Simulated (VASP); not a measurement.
# KI in VASP: further runs

The runs below take KI through single point, with PBE.

All numbers are computed with VASP 6.6.1; they aren't measurements. Logs are shortened: lines on timing, memory, paths and dates and some standing lists are left out, and cuts for length are marked.

**1. The cell of the first run**

The typed cell holds 4 atoms: a = 4.868 Å, b = 4.868 Å, c = 8.502 Å, α = 90.00°, β = 90.00°, γ = 119.98°.

**2. Single point, PBE (volume changed by -6%)**

Input file INCAR:

```
PREC = Accurate
ENCUT = 520
EDIFF = 1E-6
ISMEAR = 0
SIGMA = 0.01
LREAL = F
LASPH = T
NELM = 100
ALGO = Normal
ISIF = 2
LWAVE = F
LCHARG = F
GGA = PE
NBANDS = 24
```

Input file KPOINTS:

```
Automatic mesh
0
Gamma
  6 6 4
```

Input file POSCAR:

```
KI
1.0
    2.4349036945     -4.2155156612      0.0000000000
    2.4349036945      4.2155156612      0.0000000000
    0.0000000000      0.0000000000      8.5021352604
K I
2 2
Direct
    0.5000000000      0.5000000000      0.5000000000
    0.5000000000      0.5000000000      0.0000000000
    0.8332197538      0.1667802462      0.2500000000
    0.1667802462      0.8332197538      0.7500000000
```

Potentials or basis: VASP PAW PBE potentials, release 64 (K_sv, I).

Started as:

```
$ cat potpaw_PBE.64/K_sv/POTCAR potpaw_PBE.64/I/POTCAR > POTCAR
$ mpirun -np 1 vasp_std > vasp.out
```

OUTCAR:

```text
PREC = Accurate
   ENCUT = 520
   EDIFF = 1E-6
   ISMEAR = 0
   LREAL = F
   LASPH = T
   NELM = 100
   ISIF = 2
   GGA = PE

 ion  position               nearest neighbor table
   1  0.500  0.500  0.500-   3 3.52   4 3.52   4 3.52   3 3.52   4 3.52   3 3.52
   2  0.500  0.500  0.000-   3 3.52   4 3.52   4 3.52   3 3.52   4 3.52   3 3.52
   3  0.833  0.167  0.250-   1 3.52   2 3.52   1 3.52   2 3.52   1 3.52   2 3.52
   4  0.167  0.833  0.750-   1 3.52   2 3.52   1 3.52   2 3.52   1 3.52   2 3.52

  LATTYP: Found a base centered orthorhombic cell.
 ALAT       =     4.8698073890
 B/A-ratio  =     1.7312864039
 C/A-ratio  =     1.7458873794

  Lattice vectors:

 A1 = (   2.4349036945,  -4.2155156612,   0.0000000000)
 A2 = (   2.4349036945,   4.2155156612,   0.0000000000)
 A3 = (   0.0000000000,   0.0000000000,   8.5021352604)

Analysis of symmetry for initial positions (statically):
=====================================================================
 Subroutine PRICEL returns:
 Original cell was already a primitive cell.

 Routine SETGRP: Setting up the symmetry group for a
 base centered orthorhombic supercell.

 Subroutine GETGRP returns: Found  8 space group operations
 (whereof  4 operations were pure point group operations)
 out of a pool of  8 trial point group operations.

The static configuration has the point symmetry C_2h.
 The point group associated with its full space group is D_2h.

Analysis of symmetry for dynamics (positions and initial velocities):
=====================================================================
 Subroutine PRICEL returns:
 Original cell was already a primitive cell.

 Routine SETGRP: Setting up the symmetry group for a
 base centered orthorhombic supercell.

 Subroutine GETGRP returns: Found  8 space group operations
 (whereof  4 operations were pure point group operations)
 out of a pool of  8 trial point group operations.

The dynamic configuration has the point symmetry C_2h.
 The point group associated with its full space group is D_2h.

 Subroutine INISYM returns: Found  8 space group operations
 (whereof  4 operations are pure point group operations),
 and found     1 'primitive' translations

----------------------------------------------------------------------------------------

                                     Primitive cell

  volume of cell :     174.5382

  direct lattice vectors                    reciprocal lattice vectors
     2.434903694 -4.215515661  0.000000000     0.205346931 -0.118609451  0.000000000
     2.434903694  4.215515661  0.000000000     0.205346931  0.118609451  0.000000000
     0.000000000  0.000000000  8.502135260     0.000000000  0.000000000  0.117617512

  length of vectors
     4.868195589  4.868195589  8.502135260     0.237140389  0.237140389  0.117617512

  position of ions in fractional coordinates (direct lattice)
     0.500000000  0.500000000  0.500000000
     0.500000000  0.500000000  0.000000000
     0.833219754  0.166780246  0.250000000
     0.166780246  0.833219754  0.750000000

  ion indices of the primitive-cell ions
   primitive index   ion index
                 1           1
                 2           2
                 3           3
                 4           4

----------------------------------------------------------------------------------------

 KPOINTS: Automatic mesh

Automatic generation of k-mesh.
 Grid dimensions read from file:
 generate k-points for:    6    6    4

 Generating k-lattice:

  Cartesian coordinates                     Fractional coordinates (reciprocal lattice)
     0.034224488 -0.019768242  0.000000000     0.166666667 -0.000000000  0.000000000
     0.034224488  0.019768242  0.000000000    -0.000000000  0.166666667  0.000000000
     0.000000000  0.000000000  0.029404378     0.000000000  0.000000000  0.250000000

  Length of vectors
     0.039523398  0.039523398  0.029404378

  Shift w.r.t. Gamma in fractional coordinates (k-lattice)
     0.000000000  0.000000000  0.000000000

 Subroutine IBZKPT returns following result:
 ===========================================

 Found     39 irreducible k-points:

 Following reciprocal coordinates:
            Coordinates               Weight
  0.000000  0.000000  0.000000      1.000000
  0.166667 -0.000000  0.000000      4.000000
  0.333333 -0.000000  0.000000      4.000000
  0.500000 -0.000000  0.000000      2.000000
  0.166667  0.166667  0.000000      2.000000
  0.333333  0.166667  0.000000      4.000000
[... 16 lines left out ...]
  0.333333  0.333333  0.250000      4.000000
  0.500000  0.333333  0.250000      8.000000
 [... further k-points ...]
   k-points           NKPTS =     39   k-points in BZ     NKDIM =     39   number of bands    NBANDS=     24
   number of dos      NEDOS =    301   number of ions     NIONS =      4
   total plane-waves  NPLWV =  82944
   dimension x,y,z NGX =    36 NGY =   36 NGZ =   64
   dimension x,y,z NGXF=    72 NGYF=   72 NGZF=  128
   ions per type =               2   2
   NGX,Y,Z   is equivalent  to a cutoff of  12.29, 12.29, 12.51 a.u.
   NGXF,Y,Z  is equivalent  to a cutoff of  24.59, 24.59, 25.03 a.u.
 SYSTEM =  unknown system
   PREC   = accura    normal or accurate (medium, high low for compatibility)
   ISTART =      0    job   : 0-new  1-cont  2-samecut
   ICHARG =      2    charge: 1-file 2-atom 10-const
   ISPIN  =      1    spin polarized calculation?
   LNONCOLLINEAR =      F non collinear calculations
   LSORBIT =      F    spin-orbit coupling
   LASPH  =      T    aspherical Exc in radial PAW
   ENCUT  =  520.0 eV  38.22 Ry    6.18 a.u.   9.05  9.05 15.81*2*pi/ulx,y,z
   NELM   =    100;   NELMIN=  2; NELMDL= -5     # of ELM steps
   EDIFF  = 0.1E-05   stopping-criterion for ELM
   LREAL  =      F    real-space projection
   EDIFFG = 0.1E-04   stopping-criterion for IOM
   NSW    =      0    number of steps for IOM
   IBRION =     -1    ionic relax: 0-MD 1-quasi-New 2-CG
   NFREE  =      0    steps in history (QN), initial steepest desc. (CG)
   ISIF   =      2    stress and relaxation
   ISYM   =      2    0-nonsym 1-usesym 2-fastsym
   POTIM  = 0.5000    time-step for ionic-motion
   TEBEG  =    0.0;   TEEND  =   0.0 temperature during run
   PSTRESS=    0.0 pullay stress
   NELECT =      32.0000    total number of electrons
   NUPDOWN=      -1.0000    fix difference up-down
   EMIN   =  10.00;   EMAX   =-10.00  energy-range for DOS
   EFERMI =   0.00;   METHOD = LEGACY
   ISMEAR =     0;   SIGMA  =   0.01  broadening in eV -4-tet -1-fermi 0-gaus
   EFERMI_NEDOS =   21; number of points for ismear=-14 and -15
   IALGO  =     38    algorithm
   IMIX   =      4    mixing-type and parameters
     AMIX     =   0.40;   BMIX     =  1.00
     AMIX_MAG =   1.60;   BMIX_MAG =  1.00
  volume/ion in A,a.u.               =      43.63       294.46
  Fermi-wavevector in a.u.,A,eV,Ry     =   0.930025  1.757493 11.768313  0.864947
  Thomas-Fermi vector in A             =   2.056370
   LORBIT       =      0    0 simple, 1 ext, 2 COOP (PROOUT), +10 PAW based schemes
   GGA     = PE    functional components
   LHFCALC =     F    Hartree Fock is set to
   AEXX    =    0.0000 exact exchange contribution
   IVDW    =     0    specifies the selected vdW correction
   LEPSILON=     F    determine dielectric tensor
   LRPA    =     F    only Hartree local field effects (RPA)
 non-spin polarized calculation
 Gauss-broadening in eV      SIGMA  =   0.01
  energy-cutoff  :      520.00
  volume of cell :      174.54
 maximum number of plane-waves:      4740
   NGX = 19   NGY = 19   NGZ = 31

 number of electron      31.9999995 magnetization

 Free energy of the ion-electron system (eV)
  ---------------------------------------------------
  ext. energy  EPLUGINS =         0.00000000
  ---------------------------------------------------
  free energy    TOTEN  =       -11.02751528 eV

  energy without entropy =      -11.02751528  energy(sigma->0) =      -11.02751528

 E-fermi :  -0.2467     XC(G=0):  -7.2134

 val. band max:       -0.2877478097   @ k =   0.0000   0.0000   0.0000
 cond. band min:       3.6266115169   @ k =   0.0000   0.0000   0.0000
 fundamental gap:      3.9143593266
 Fermi energy:        -0.2466697735

 k-point     1 :       0.0000    0.0000    0.0000
  band No.  band energies     occupation
      1     -28.9003      2.00000
      2     -28.8947      2.00000
      3     -12.5831      2.00000
      4     -12.3902      2.00000
      5     -12.3902      2.00000
      6     -12.3761      2.00000
[... 16 lines left out ...]
     23       6.6038      0.00000
     24       7.5242      0.00000

 k-point     2 :       0.1667   -0.0000    0.0000
  band No.  band energies     occupation
      1     -28.8998      2.00000
      2     -28.8943      2.00000
      3     -12.5584      2.00000
      4     -12.4267      2.00000
      5     -12.3934      2.00000
      6     -12.3878      2.00000
[... 16 lines left out ...]
     23       6.8025      0.00000
     24       7.1582      0.00000

 k-point     3 :       0.3333   -0.0000    0.0000
  band No.  band energies     occupation
      1     -28.8988      2.00000
      2     -28.8934      2.00000
      3     -12.5238      2.00000
      4     -12.4751      2.00000
      5     -12.4111      2.00000
      6     -12.3998      2.00000
[... 16 lines left out ...]
     23       7.3302      0.00000
     24       7.8068      0.00000
[... 514 lines left out ...]
 k-point    23 :       0.3333    0.3333    0.2500
  band No.  band energies     occupation
      1     -28.8973      2.00000
      2     -28.8935      2.00000
      3     -12.4697      2.00000
      4     -12.4695      2.00000
      5     -12.4491      2.00000
      6     -12.4124      2.00000
[... 16 lines left out ...]
     23       7.8541      0.00000
     24       8.0125      0.00000

 k-point    24 :       0.5000    0.3333    0.2500
  band No.  band energies     occupation
      1     -28.8975      2.00000
      2     -28.8937      2.00000
      3     -12.5011      2.00000
      4     -12.4602      2.00000
      5     -12.4314      2.00000
      6     -12.4122      2.00000
[... 16 lines left out ...]
     23       7.5079      0.00000
     24       7.9419      0.00000

 [... further k-points ...]

------------------------ aborting loop because EDIFF is reached ----------------------------------------

  FORCE on cell =-STRESS in cart. coord.  units (eV):
  Direction    XX          YY          ZZ          XY          YZ          ZX
  --------------------------------------------------------------------------------------
  -------------------------------------------------------------------------------------
  Total        0.8188336      0.8305383      0.9244786      0.0000000      0.0000000      0.0000000
  in kB        7.5165012      7.6239451      8.4862715      0.0000000      0.0000000      0.0000000
  external PRESSURE =       7.8755726 kB  Pullay stress =       0.0000000 kB

 VOLUME and BASIS-vectors are now :
 -----------------------------------------------------------------------------
  energy-cutoff  :      520.00
  volume of cell :      174.54
      direct lattice vectors                 reciprocal lattice vectors
     2.434903694 -4.215515661  0.000000000     0.205346931 -0.118609451  0.000000000
     2.434903694  4.215515661  0.000000000     0.205346931  0.118609451  0.000000000
     0.000000000  0.000000000  8.502135260     0.000000000  0.000000000  0.117617512

 POSITION                                       TOTAL-FORCE (eV/Angst)
 -----------------------------------------------------------------------------------
      2.43490      0.00000      4.25107         0.000000      0.000000      0.000000
      2.43490      0.00000      0.00000        -0.000000      0.000000      0.000000
      2.43490     -2.80939      2.12553         0.000000     -0.001773      0.000000
      2.43490      2.80939      6.37660         0.000000      0.001773     -0.000000
 -----------------------------------------------------------------------------------
    total drift:                                0.000000      0.000000      0.000000

  FREE ENERGIE OF THE ION-ELECTRON SYSTEM (eV)
  ---------------------------------------------------
  free  energy   TOTEN  =       -11.0275152832 eV

  energy  without entropy=      -11.0275152832  energy(sigma->0) =      -11.02751528
```

Wall time 3.4 min (1 thread of Oxide Virtual Turin-like, shared host); peak memory 0.31 GiB.

Results:

| Quantity | Value |
| --- | --- |
| Free energy | -11.0275 eV |
| Pressure | 0.8 GPa |
| Band gap on the k mesh | 3.91 eV, direct |

Levels at points of the mesh, in eV from the valence-band top:
| k point | band 12 | band 13 | band 14 | band 15 | band 16 | band 17 | band 18 | band 19 | band 20 | band 21 |
| --- | --- | --- | --- | --- | --- | --- | --- | --- | --- | --- |
| (0.00, 0.00, 0.00) | -0.29 | -0.29 | -0.19 | 0.00 | 0.00 | 3.91 | 5.56 | 5.67 | 6.69 | 6.69 |
| (0.50, 0.00, 0.00) | -0.95 | -0.68 | -0.61 | -0.38 | -0.35 | 5.06 | 5.80 | 5.85 | 7.08 | 7.65 |
| (0.50, 0.50, 0.00) | -0.95 | -0.68 | -0.61 | -0.38 | -0.36 | 5.06 | 5.80 | 5.85 | 7.08 | 7.66 |
| (0.00, 0.00, 0.50) | -0.90 | -0.15 | -0.15 | -0.15 | -0.15 | 5.02 | 5.02 | 6.36 | 6.36 | 7.07 |
| (0.50, 0.00, 0.50) | -1.24 | -0.53 | -0.53 | -0.37 | -0.37 | 5.64 | 5.64 | 5.68 | 5.68 | 8.12 |
| (0.50, 0.50, 0.50) | -1.24 | -0.53 | -0.53 | -0.37 | -0.37 | 5.64 | 5.64 | 5.68 | 5.68 | 8.12 |

Caveat: the cell differs from its parent crystal (volume changed by -6%); spin-orbit coupling is left out, which moves the levels of the heavy elements.

**3. Single point, PBE**

This run uses another cell than the first one, of 44.65 Å³/atom, 1.023 times its volume.

Input file INCAR:

```
SYSTEM = KI
PREC = Accurate ; ENCUT = 520
EDIFF = 1E-7 ; ISMEAR = 0
SIGMA = 0.01 ; LREAL = .False.
LASPH = .True. ; NELM = 100
ALGO = Normal ; ISIF = 2
LWAVE = .False. ; LCHARG = .False.
GGA = PE ; NBANDS = 24
```

Input file KPOINTS:

```
regular mesh
0
Gamma
  6 6 4
  0 0 0
```

Input file POSCAR:

```
KI
1.0
    2.4498406849     -4.2428072294      0.0000000000
    2.4498406849      4.2428072294      0.0000000000
    0.0000000000      0.0000000000      8.5908174721
K I
2 2
Direct
    0.5000000000      0.5000000000      0.5000000000
    0.5000000000      0.5000000000      0.0000000000
    0.8333973680      0.1666026320      0.2500000000
    0.1666026320      0.8333973680      0.7500000000
```

Potentials or basis: VASP PAW PBE potentials, release 64 (K_sv, I).

Started as:

```
$ cat potpaw_PBE.64/K_sv/POTCAR potpaw_PBE.64/I/POTCAR > POTCAR
$ mpirun -np 1 vasp_std > vasp.out
```

It took 3.3 min on 1 thread of Oxide Virtual Turin-like, shared host; peak memory 0.32 GiB.

The run converged. Its results:

```
Free energy            : -11.0439 eV
Pressure               : 0.5 GPa
Band gap on the k mesh : 3.85 eV, direct
```

Levels at points of the mesh, in eV from the valence-band top:
| k point | band 12 | band 13 | band 14 | band 15 | band 16 | band 17 | band 18 | band 19 | band 20 | band 21 |
| --- | --- | --- | --- | --- | --- | --- | --- | --- | --- | --- |
| (0.00, 0.00, 0.00) | -0.27 | -0.27 | -0.19 | 0.00 | 0.00 | 3.85 | 5.53 | 5.68 | 6.70 | 6.70 |
| (0.50, 0.00, 0.00) | -0.92 | -0.67 | -0.60 | -0.36 | -0.34 | 5.08 | 5.76 | 5.81 | 6.97 | 7.57 |
| (0.50, 0.50, 0.00) | -0.92 | -0.67 | -0.60 | -0.36 | -0.34 | 5.08 | 5.76 | 5.81 | 6.97 | 7.57 |
| (0.00, 0.00, 0.50) | -0.88 | -0.14 | -0.14 | -0.14 | -0.14 | 4.95 | 4.95 | 6.32 | 6.32 | 7.07 |
| (0.50, 0.00, 0.50) | -1.20 | -0.52 | -0.52 | -0.35 | -0.35 | 5.60 | 5.60 | 5.67 | 5.67 | 8.08 |
| (0.50, 0.50, 0.50) | -1.20 | -0.52 | -0.52 | -0.35 | -0.35 | 5.60 | 5.60 | 5.67 | 5.67 | 8.08 |

Caveat: spin-orbit coupling is left out, which moves the levels of the heavy elements. A k mesh can miss the band edges.
